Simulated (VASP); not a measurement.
HfN, 2 atoms in the cell. The cell holds a wire with vacuum, 2 atoms: a = 9.000 Å, b = 9.300 Å, c = 3.947 Å, α = 90.00°, β = 90.00°, γ = 90.00°. 

* Program: VASP 6.6.1
* Task: single point
* Functional: PBE
* Potentials or basis: VASP PAW PBE potentials, release 64 (Hf_pv, N)
* Cutoff: 520 eV
* k mesh: 1 × 1 × 16
* Occupations: gaussian, width 0.05 eV
* Spin: collinear spin, ferromagnetic start
* Starting moments: [1.5, 0.5] μB
* Dipole correction: no
* Further INCAR settings: ALGO = Normal; EDIFF = 1e-07; NBANDS = 18

Potentials or basis: VASP PAW PBE potentials, release 64 (Hf_pv, N).

Launch:

```sh
$ cat potpaw_PBE.64/Hf_pv/POTCAR potpaw_PBE.64/N/POTCAR > POTCAR
$ mpirun -np 1 vasp_std > vasp.out
```

Hardware: 1 thread of Intel(R) Xeon(R) 6975P-C (Granite Rapids), on a shared host.

Task: How long does it take, and how much memory?

Result: It took 2.3 min on 1 thread of Intel(R) Xeon(R) 6975P-C (Granite Rapids), with other jobs on the host, peak memory 0.52 GiB. Counts: scf iterations 30, k points 9.
